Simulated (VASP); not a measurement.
The system is PtSe2 (Sudovikovite).

```xyz
3
Lattice="3.7240 0.0000 0.0000 -1.8620 3.2251 0.0000 0.0000 0.0000 5.0620" Properties=species:S:1:pos:R:3 pbc="T T T"
Pt    0.0000    0.0000    0.0000
Se    0.0000    2.1501    1.2655
Se    1.8620    1.0750    3.7965
```

| Property | Result |
| --- | --- |
| Program | VASP 6.6.1 |
| Task | relaxation of cell and atoms |
| Functional | PBEsol |
| Potentials or basis | VASP PAW PBE potentials, release 64 (Pt, Se) |
| Cutoff | 600 eV |
| k mesh | 15 × 15 × 8 |
| Occupations | gaussian, width 0.1 eV |
| Spin | no spin polarisation |

At the start: pressure 2.2 GPa; volume 20.27 Å³/atom.

Q: How do energy, volume and symmetry change on relaxing?

A: Over 16 steps the energy falls by 6.8 meV/atom and the volume is 19.84 Å³/atom (-2.1 %); space group P-3m1 (No. 164, to 0.05 Å).

The path:
| step | energy change (eV) | largest force (eV/Å) | pressure (GPa) | volume (Å³) |
| --- | --- | --- | --- | --- |
| 1 | 0.0000 | 0.3214 | 2.24 | 60.80 |
| 2 | 0.0151 | 0.3004 | -3.99 | 63.32 |
| 3 | -0.0089 | 0.0738 | -0.27 | 61.73 |
| 4 | -0.0104 | 0.0744 | -0.26 | 61.55 |
| 5 | -0.0145 | 0.0751 | -0.22 | 61.02 |
| 6 | -0.0196 | 0.0645 | -0.02 | 59.96 |
| 7 | -0.0199 | 0.0519 | 0.12 | 59.46 |
| 8 | -0.0200 | 0.0561 | 0.08 | 59.59 |
| 9 | -0.0195 | 0.0931 | -0.69 | 59.66 |
| 10 | -0.0203 | 0.0011 | -0.21 | 59.62 |
| 11 | -0.0197 | 0.0038 | 0.52 | 59.17 |
| 12 | -0.0204 | 0.0003 | 0.02 | 59.48 |
| 13 | -0.0204 | 0.0003 | 0.02 | 59.48 |
| 14 | -0.0204 | 0.0005 | -0.10 | 59.55 |
| 15 | -0.0204 | 0.0004 | 0.01 | 59.48 |
| 16 | -0.0204 | 0.0036 | -0.02 | 59.51 |

Final structure:
```cif
data_structure
_symmetry_space_group_name_H-M 'P 1'
_symmetry_Int_Tables_number 1
_cell_length_a 3.7615
_cell_length_b 3.7615
_cell_length_c 4.8565
_cell_angle_alpha 90.000
_cell_angle_beta 90.000
_cell_angle_gamma 120.000
_cell_volume 59.51
loop_
_atom_site_label
_atom_site_type_symbol
_atom_site_fract_x
_atom_site_fract_y
_atom_site_fract_z
_atom_site_occupancy
Pt1 Pt 0.00000 0.00000 0.00000 1
Se1 Se 0.33333 0.66667 0.26129 1
Se2 Se 0.66667 0.33333 0.73871 1
```

Caveat: the PAW data sets were made with another functional, which shifts forces and pressure a little.
